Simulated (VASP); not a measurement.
# CoO (R-3m) in VASP: a series of runs, part 3 of 3

VASP 6.6.1.

**5. Single point, PBE+U, collinear spin, antiferromagnetic start**

This run uses another cell than the first one: it holds 4 atoms, not 2.

The input, INCAR:

```
SYSTEM = CoO
PREC = Accurate ; ENCUT = 520
EDIFF = 1E-6 ; ISMEAR = 0
SIGMA = 0.02 ; LREAL = .FALSE.
LASPH = .TRUE. ; NELM = 150
ALGO = Normal ; ISIF = 2
LWAVE = .FALSE. ; LCHARG = .FALSE.
ISPIN = 2 ; MAGMOM = 3 -3 1 -1
LORBIT = 11 ; LMAXMIX = 4
LDAU = .TRUE. ; LDAUTYPE = 2
LDAUL = 2 -1 ; LDAUU = 3.32 0
LDAUJ = 0 0 ; LDAUPRINT = 1
GGA = PE ; NBANDS = 27
```

The input, KPOINTS:

```
regular mesh
0
G
  12 12 6
  0 0 0
```

The input, POSCAR:

```
CoO
1.0
    1.5054695445     -0.8691832468      4.8798538124
   -1.5054695445     -0.8691832468      4.8798538124
    0.0000000000     -3.4767329871      4.8798538124
Co O
2 2
Direct
    0.0000000000      0.0000000000      0.0000000000
    0.0000000000      0.0000000000      0.5000000000
    0.5000000000      0.5000000000      0.7500000000
    0.5000000000      0.5000000000      0.2500000000
```

Potentials or basis: VASP PAW PBE potentials, release 64 (Co, O).

Launch:

```bash
$ cat potpaw_PBE.64/Co/POTCAR potpaw_PBE.64/O/POTCAR > POTCAR
$ mpirun -np 1 vasp_std > vasp.out
```

OUTCAR:

```text
SYSTEM = CoO
   PREC = Accurate
   ENCUT = 520
   EDIFF = 1E-6
   ISMEAR = 0
   LREAL = .FALSE.
   LASPH = .TRUE.
   NELM = 150
   ISIF = 2
   ISPIN = 2
   LORBIT = 11
   GGA = PE

 ion  position               nearest neighbor table
   1  0.000  0.000  0.000-   4 2.12   3 2.12   4 2.12   3 2.12   4 2.12   3 2.12   2 3.00   2 3.00
                             2 3.00   2 3.00   2 3.00   2 3.00
   2  0.000  0.000  0.500-   3 2.12   4 2.12   4 2.12   3 2.12   4 2.12   3 2.12   1 3.00   1 3.00
                             1 3.00   1 3.00   1 3.00   1 3.00
   3  0.500  0.500  0.750-   1 2.12   2 2.12   2 2.12   1 2.12   2 2.12   1 2.12
   4  0.500  0.500  0.250-   2 2.12   1 2.12   2 2.12   1 2.12   2 2.12   1 2.12

  LATTYP: Found a trigonal (rhomboedric) cell.
 ALAT       =     5.1802404670
 COS(alpha) =     0.8310827106

  Lattice vectors:

 A1 = (  -0.0000000000,   1.7383664935,   4.8798538124)
 A2 = (  -1.5054695445,  -0.8691832468,   4.8798538124)
 A3 = (   1.5054695445,  -0.8691832468,   4.8798538124)

Analysis of symmetry for initial positions (statically):
=====================================================================
 Subroutine PRICEL returns following result:

[... 1749 lines left out ...]
  -------------------------------------------------------------------------------------
  Total       -0.6923974     -0.6923974      1.4390724      0.0000000     -0.0000000      0.0000000
  in kB      -28.9550685    -28.9550685     60.1799530      0.0000000     -0.0000000      0.0000000
  external PRESSURE =       0.7566053 kB  Pullay stress =       0.0000000 kB

 VOLUME and BASIS-vectors are now :
 -----------------------------------------------------------------------------
  energy-cutoff  :      520.00
  volume of cell :       38.31
      direct lattice vectors                 reciprocal lattice vectors
     1.505469544 -0.869183247  4.879853812     0.332122295  0.191750896  0.136616114
    -1.505469544 -0.869183247  4.879853812    -0.332122295  0.191750896  0.136616114
     0.000000000 -3.476732987  4.879853812     0.000000000 -0.383501793 -0.068308057

 POSITION                                       TOTAL-FORCE (eV/Angst)
 -----------------------------------------------------------------------------------
      0.00000      0.00000      0.00000         0.000000      0.000000     -0.000006
      0.00000     -1.73837      2.43993         0.000000      0.000000     -0.000006
      0.00000     -3.47673      8.53974         0.000000     -0.000000      0.000006
      0.00000     -1.73837      6.09982         0.000000     -0.000000      0.000006
 -----------------------------------------------------------------------------------
    total drift:                               -0.000000      0.000000      0.000051

  FREE ENERGIE OF THE ION-ELECTRON SYSTEM (eV)
  ---------------------------------------------------
  free  energy   TOTEN  =       -22.8525684235 eV

  energy  without entropy=      -22.8507151674  energy(sigma->0) =      -22.85164180

 total charge

# of ion       s       p       d       tot
------------------------------------------
    1        0.303   0.368   7.150   7.820
    2        0.303   0.368   7.150   7.820
    3        1.555   3.448   0.000   5.003
    4        1.555   3.448   0.000   5.003
--------------------------------------------------
tot          3.716   7.631  14.299  25.646

 magnetization (x)

# of ion       s       p       d       tot
------------------------------------------
    1        0.003   0.000   2.647   2.650
    2       -0.003  -0.000  -2.647  -2.650
    3       -0.000  -0.000   0.000  -0.000
    4        0.000   0.000   0.000   0.000
--------------------------------------------------
tot          0.000   0.000   0.000   0.000
```

It took 7.6 min on 1 thread of AMD EPYC 9R45 (Zen 5), shared host; peak memory 0.39 GiB.

Results:

```
Free energy                                           : -22.8526 eV
Pressure                                              : 0.1 GPa
Band gap on the k mesh                                : zero (filled and empty bands overlap)
Net moment                                            : 0.00 μB per cell
Site moments                                          : Co +2.65, -2.65; O -0.00, +0.00 μB
Valence electrons inside the program's atomic spheres : Co 7.82; O 5.00
```

Stress tensor (GPa, compression positive):
```
-2.90  0.00  0.00
 0.00 -2.90  0.00
 0.00  0.00  6.02
```

Levels at points of the mesh, in eV from the Fermi level:
Spin up:
| k point | band 12 | band 13 | band 14 | band 15 | band 16 | band 17 | band 18 | band 19 |
| --- | --- | --- | --- | --- | --- | --- | --- | --- |
| (0.00, 0.00, 0.00) | -2.30 | -2.30 | -1.34 | -0.15 | -0.15 | 1.64 | 2.89 | 2.89 |
| (0.50, 0.00, 0.00) | -2.20 | -1.86 | -1.17 | -0.07 | 0.19 | 3.13 | 3.19 | 5.53 |
| (0.00, 0.00, 0.50) | -1.90 | -1.66 | -1.52 | -0.06 | 0.18 | 2.75 | 2.84 | 7.47 |
| (0.50, 0.50, 0.50) | -1.56 | -1.14 | -1.14 | -0.23 | -0.23 | 2.66 | 2.66 | 4.28 |
Spin down:
```csv
k point,band 11,band 12,band 13,band 14,band 15,band 16,band 17,band 18,band 19,band 20
"(0.00, 0.00, 0.00)",-2.43,-2.30,-2.30,-1.34,-0.15,-0.15,1.64,2.89,2.89,5.57
"(0.50, 0.00, 0.00)",-3.04,-2.20,-1.86,-1.17,-0.07,0.19,3.13,3.19,5.53,6.61
"(0.00, 0.00, 0.50)",-2.91,-1.90,-1.66,-1.52,-0.06,0.18,2.75,2.84,7.47,7.82
"(0.50, 0.50, 0.50)",-2.77,-1.56,-1.14,-1.14,-0.23,-0.23,2.66,2.66,4.28,4.48
```

Eigenvalues of the final occupation matrices:
```
    site  spin  trace               eigenvalues
site 1 d     1   4.91  0.97 0.97 0.97 1.00 1.00
site 1 d     2   2.26  0.16 0.16 0.50 0.50 0.95
site 2 d     1   2.26  0.16 0.16 0.50 0.50 0.95
site 2 d     2   4.91  0.97 0.97 0.97 1.00 1.00
```

Caveat: the stress differs along the axes, from -3 to 6 GPa.

**6. Summary**

```csv
spin,cell,k mesh,smearing,gap on the mesh (eV),pressure (GPa),moment (μB)
"collinear, ferrimagnetic start","a = 2.996 Å, angles 60.3°, 2 atoms, atomic positions A",12 × 12 × 12,gaussian 0.02 eV,none,1.8,3.00
"collinear, ferromagnetic start","a = 2.996 Å, angles 60.3°, 2 atoms, atomic positions A",12 × 12 × 12,gaussian 0.02 eV,none,1.8,3.00
"collinear, ferromagnetic start","a = 2.996 Å, angles 60.3°, 2 atoms, atomic positions A",12 × 12 × 12,fermi-dirac 0.05 eV,none,1.8,3.00
"collinear, antiferromagnetic start","a = 5.180, b = 5.180, c = 5.992 Å, angles 30.2, 30.2, 33.8°, 4 atoms, atomic positions B",12 × 12 × 6,gaussian 0.02 eV,none,0.1,0.00
```

Alike in all rows: task single point; level PBE+U; potentials or basis VASP PAW PBE potentials, release 64 (Co, O); Co d U = 3.32 eV; cutoff (eV) 520.

Caveats: a cell with one magnetic atom can't hold antiferromagnetic order, which such compounds often take (at least some runs); the stress differs along the axes, from -3 to 6 GPa (at least some runs).

Total energies depend on the potentials used, so only differences within one code and one set of settings carry meaning.
